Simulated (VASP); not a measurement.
# O (C2/m) in VASP: single point with LDA

Aim: the single point of O with LDA.

All numbers are computed with VASP 6.6.1; they aren't measurements. Logs are shortened: lines on timing, memory, paths and dates and some standing lists are left out, and cuts for length are marked.

### 1 The cell of the first run

Symmetry: C2/m, No. 12, monoclinic system. The conventional cell has a = 7.816 Å, b = 8.790 Å, c = 3.821 Å, α = 90.00°, β = 96.42°, γ = 90.00°. O (site symmetry 2) has 6 O at 3.82 to 4.78 Å within 5.0 Å.

### 2 Single point, LDA

File INCAR:

```
  PREC = Accurate
  ENCUT = 520
  EDIFF = 1E-6
  ISMEAR = -1
  SIGMA = 0.1
  LREAL = F
  LASPH = T
  NELM = 100
  ALGO = Normal
  ISIF = 2
  LWAVE = F
  LCHARG = F
  NBANDS = 13
```

File KPOINTS:

```
regular mesh
0
Gamma
  4 4 6
```

File POSCAR:

```
O
1.0
    3.9079900000     -4.3948000000      0.0000000000
    3.9079900000      4.3948000000      0.0000000000
   -0.4272000000      0.0000000000      3.7967600000
O
2
Direct
    0.2282100000      0.7717900000      0.0000000000
    0.7717900000      0.2282100000      0.0000000000
```

Potentials or basis: VASP PAW LDA potentials, release 64 (O).

On the command line:

```sh
cat potpaw_LDA.64/O/POTCAR > POTCAR
mpirun -np 1 vasp_std > vasp.out
```

OUTCAR:

```text
PREC = Accurate
   ENCUT = 520
   EDIFF = 1E-6
   ISMEAR = -1
   LREAL = F
   LASPH = T
   NELM = 100
   ISIF = 2

 ion  position               nearest neighbor table
   1  0.228  0.772  0.000-
   2  0.772  0.228  0.000-

  LATTYP: Found a base centered monoclinic cell.
 ALAT       =     7.8159800000
 B/A-ratio  =     1.1245678725
 C/A-ratio  =     0.4888341628
 COS(beta)  =    -0.1118114437

  Lattice vectors:

 A1 = (   3.9079900000,  -4.3948000000,   0.0000000000)
 A2 = (   3.9079900000,   4.3948000000,   0.0000000000)
 A3 = (  -0.4272000000,   0.0000000000,   3.7967600000)

Analysis of symmetry for initial positions (statically):
=====================================================================
 Subroutine PRICEL returns:
 Original cell was already a primitive cell.

 Routine SETGRP: Setting up the symmetry group for a
 base centered monoclinic supercell.

 Subroutine GETGRP returns: Found  4 space group operations
 (whereof  4 operations were pure point group operations)
 out of a pool of  4 trial point group operations.

The static configuration has the point symmetry C_2h.

Analysis of symmetry for dynamics (positions and initial velocities):
=====================================================================
 Subroutine PRICEL returns:
 Original cell was already a primitive cell.

 Routine SETGRP: Setting up the symmetry group for a
 base centered monoclinic supercell.

 Subroutine GETGRP returns: Found  4 space group operations
 (whereof  4 operations were pure point group operations)
 out of a pool of  4 trial point group operations.

The dynamic configuration has the point symmetry C_2h.

 Subroutine INISYM returns: Found  4 space group operations
 (whereof  4 operations are pure point group operations),
 and found     1 'primitive' translations

----------------------------------------------------------------------------------------

                                     Primitive cell

  volume of cell :     130.4174

  direct lattice vectors                    reciprocal lattice vectors
     3.907990000 -4.394800000  0.000000000     0.127943009 -0.113770820  0.014395762
     3.907990000  4.394800000  0.000000000     0.127943009  0.113770820  0.014395762
    -0.427200000  0.000000000  3.796760000     0.000000000  0.000000000  0.263382463

  length of vectors
     5.881041819  5.881041819  3.820718040     0.171815165  0.171815165  0.263382463

  position of ions in fractional coordinates (direct lattice)
     0.228210000  0.771790000  0.000000000
     0.771790000  0.228210000  0.000000000

  ion indices of the primitive-cell ions
   primitive index   ion index
                 1           1
                 2           2

----------------------------------------------------------------------------------------

 KPOINTS: regular mesh

Automatic generation of k-mesh.
 Grid dimensions read from file:
 generate k-points for:    4    4    6

 Generating k-lattice:

  Cartesian coordinates                     Fractional coordinates (reciprocal lattice)
     0.031985752 -0.028442705  0.003598941     0.250000000  0.000000000  0.000000000
     0.031985752  0.028442705  0.003598941     0.000000000  0.250000000  0.000000000
     0.000000000  0.000000000  0.043897077     0.000000000  0.000000000  0.166666667

  Length of vectors
     0.042953791  0.042953791  0.043897077

  Shift w.r.t. Gamma in fractional coordinates (k-lattice)
     0.000000000  0.000000000  0.000000000

 Subroutine IBZKPT returns following result:
 ===========================================

 Found     34 irreducible k-points:

 Following reciprocal coordinates:
            Coordinates               Weight
  0.000000  0.000000  0.000000      1.000000
  0.250000  0.000000  0.000000      4.000000
  0.500000  0.000000  0.000000      2.000000
  0.250000  0.250000  0.000000      2.000000
  0.500000  0.250000  0.000000      4.000000
 -0.250000  0.250000  0.000000      2.000000
[... 16 lines left out ...]
  0.500000  0.250000  0.333333      4.000000
 -0.250000  0.250000  0.333333      4.000000
 [... further k-points ...]
   k-points           NKPTS =     34   k-points in BZ     NKDIM =     34   number of bands    NBANDS=     13
   number of dos      NEDOS =    301   number of ions     NIONS =      2
   total plane-waves  NPLWV =  64512
   dimension x,y,z NGX =    48 NGY =   48 NGZ =   28
   dimension x,y,z NGXF=    96 NGYF=   96 NGZF=   56
   ions per type =               2
   NGX,Y,Z   is equivalent  to a cutoff of  13.57, 13.57, 12.18 a.u.
   NGXF,Y,Z  is equivalent  to a cutoff of  27.14, 27.14, 24.37 a.u.
 SYSTEM =  unknown system
   PREC   = accura    normal or accurate (medium, high low for compatibility)
   ISTART =      0    job   : 0-new  1-cont  2-samecut
   ICHARG =      2    charge: 1-file 2-atom 10-const
   ISPIN  =      1    spin polarized calculation?
   LNONCOLLINEAR =      F non collinear calculations
   LSORBIT =      F    spin-orbit coupling
   LASPH  =      T    aspherical Exc in radial PAW
   ENCUT  =  520.0 eV  38.22 Ry    6.18 a.u.  10.93 10.93  7.10*2*pi/ulx,y,z
   NELM   =    100;   NELMIN=  2; NELMDL= -5     # of ELM steps
   EDIFF  = 0.1E-05   stopping-criterion for ELM
   LREAL  =      F    real-space projection
   EDIFFG = 0.1E-04   stopping-criterion for IOM
   NSW    =      0    number of steps for IOM
   IBRION =     -1    ionic relax: 0-MD 1-quasi-New 2-CG
   NFREE  =      0    steps in history (QN), initial steepest desc. (CG)
   ISIF   =      2    stress and relaxation
   ISYM   =      2    0-nonsym 1-usesym 2-fastsym
   POTIM  = 0.5000    time-step for ionic-motion
   TEBEG  =    0.0;   TEEND  =   0.0 temperature during run
   PSTRESS=    0.0 pullay stress
   NELECT =      12.0000    total number of electrons
   NUPDOWN=      -1.0000    fix difference up-down
   EMIN   =  10.00;   EMAX   =-10.00  energy-range for DOS
   EFERMI =   0.00;   METHOD = LEGACY
   ISMEAR =    -1;   SIGMA  =   0.10  broadening in eV -4-tet -1-fermi 0-gaus
   EFERMI_NEDOS =   21; number of points for ismear=-14 and -15
   IALGO  =     38    algorithm
   IMIX   =      4    mixing-type and parameters
     AMIX     =   0.40;   BMIX     =  1.00
     AMIX_MAG =   1.60;   BMIX_MAG =  1.00
  volume/ion in A,a.u.               =      65.21       440.05
  Fermi-wavevector in a.u.,A,eV,Ry     =   0.739078  1.396654  7.431987  0.546236
  Thomas-Fermi vector in A             =   1.833154
   LORBIT       =      0    0 simple, 1 ext, 2 COOP (PROOUT), +10 PAW based schemes
   GGA     = CA    functional components
   LHFCALC =     F    Hartree Fock is set to
   AEXX    =    0.0000 exact exchange contribution
   IVDW    =     0    specifies the selected vdW correction
   LEPSILON=     F    determine dielectric tensor
   LRPA    =     F    only Hartree local field effects (RPA)
 non-spin polarized calculation
  energy-cutoff  :      520.00
  volume of cell :      130.42
 maximum number of plane-waves:      3532
 NGX is ok and might be reduce to    48
   NGX = 21   NGY = 21   NGZ = 15

 number of electron      11.9999992 magnetization

 Free energy of the ion-electron system (eV)
  ---------------------------------------------------
  ext. energy  EPLUGINS =         0.00000000
  ---------------------------------------------------
  free energy    TOTEN  =        -0.90925228 eV

  energy without entropy =       -0.23850152  energy(sigma->0) =       -0.57387690

 E-fermi :  -8.0701     XC(G=0):  -3.9483

 val. band max:       -8.0706369835   @ k =   0.5000   0.2500   0.0000
 cond. band min:      -8.0698699538   @ k =   0.5000   0.5000   0.1667
 fundamental gap:      0.0007670297
 Fermi energy:        -8.0701479210

 k-point     1 :       0.0000    0.0000    0.0000
  band No.  band energies     occupation
      1     -22.7238      2.00000
      2     -22.6936      2.00000
      3      -8.2990      1.81584
      4      -8.2215      1.63926
      5      -8.1079      1.18643
      6      -8.0489      0.89423
      7      -8.0126      0.72004
      8      -7.9856      0.60093
      9      -0.4606      0.00000
     10       3.3737      0.00000
     11       3.9243      0.00000
     12       3.9797      0.00000
     13       4.7569      0.00000

 k-point     2 :       0.2500    0.0000    0.0000
  band No.  band energies     occupation
      1     -22.7196      2.00000
      2     -22.6976      2.00000
      3      -8.2664      1.75356
      4      -8.2192      1.63236
      5      -8.1179      1.23424
      6      -8.0853      1.07545
      7      -8.0109      0.71226
      8      -7.9897      0.61801
      9      -0.1408      0.00000
     10       2.1238      0.00000
     11       3.9586      0.00000
     12       4.4650      0.00000
     13       5.3291      0.00000

 k-point     3 :       0.5000    0.0000    0.0000
  band No.  band energies     occupation
      1     -22.7121      2.00000
      2     -22.7050      2.00000
      3      -8.2166      1.62459
      4      -8.1940      1.55053
      5      -8.1708      1.46462
      6      -8.1203      1.24583
      7      -8.0046      0.68339
      8      -7.9967      0.64842
      9       0.7541      0.00000
     10       0.7742      0.00000
     11       4.4091      0.00000
     12       4.4464      0.00000
     13       5.4410      0.00000
[... 305 lines left out ...]
 k-point    23 :       0.5000    0.2500    0.3333
  band No.  band energies     occupation
      1     -22.6934      2.00000
      2     -22.6841      2.00000
      3      -8.2501      1.71611
      4      -8.2426      1.69737
      5      -8.2272      1.65561
      6      -8.2023      1.57875
      7      -8.0730      1.01450
      8      -8.0427      0.86382
      9       1.9552      0.00000
     10       2.5500      0.00000
     11       3.8040      0.00000
     12       4.2145      0.00000
     13       5.0177      0.00000

 k-point    24 :      -0.2500    0.2500    0.3333
  band No.  band energies     occupation
      1     -22.6991      2.00000
      2     -22.6785      2.00000
      3      -8.2717      1.76490
      4      -8.2627      1.74554
      5      -8.2084      1.59885
      6      -8.1785      1.49422
      7      -8.0913      1.10517
      8      -8.0169      0.74001
      9       1.3112      0.00000
     10       3.2134      0.00000
     11       4.0778      0.00000
     12       4.5445      0.00000
     13       4.9659      0.00000

 [... further k-points ...]
[... 5 lines left out ...]
  --------------------------------------------------------------------------------------
  -------------------------------------------------------------------------------------
  Total       -0.6160125     -0.3096788     -0.7860435      0.0000000      0.0000000      0.0778306
  in kB       -7.5677090     -3.8044015     -9.6565385      0.0000000      0.0000000      0.9561485
  external PRESSURE =      -7.0095497 kB  Pullay stress =       0.0000000 kB

 VOLUME and BASIS-vectors are now :
 -----------------------------------------------------------------------------
  energy-cutoff  :      520.00
  volume of cell :      130.42
      direct lattice vectors                 reciprocal lattice vectors
     3.907990000 -4.394800000  0.000000000     0.127943009 -0.113770820  0.014395762
     3.907990000  4.394800000  0.000000000     0.127943009  0.113770820  0.014395762
    -0.427200000  0.000000000  3.796760000     0.000000000  0.000000000  0.263382463

 POSITION                                       TOTAL-FORCE (eV/Angst)
 -----------------------------------------------------------------------------------
      3.90799      2.38893      0.00000        -0.000000      0.038219     -0.000000
      3.90799     -2.38893      0.00000         0.000000     -0.038219      0.000000
 -----------------------------------------------------------------------------------
    total drift:                               -0.000000     -0.000000      0.000000

  FREE ENERGIE OF THE ION-ELECTRON SYSTEM (eV)
  ---------------------------------------------------
  free  energy   TOTEN  =        -0.9092522821 eV

  energy  without entropy=       -0.2385015159  energy(sigma->0) =       -0.57387690
```

Wall time 24 s (1 thread of Intel Xeon 6975P-C (Granite Rapids), shared host); peak memory 0.21 GiB.

Results:

```
Free energy            : -0.9093 eV
Pressure               : -0.7 GPa
Largest force          : 0.038 eV/Å
Band gap on the k mesh : zero (band 6 reaches -8.04 eV, above the bottom of band 7 at -8.14 eV)
```

Forces on the atoms (eV/Å):
```
O    0.000  0.038  0.000
O    0.000 -0.038  0.000
```
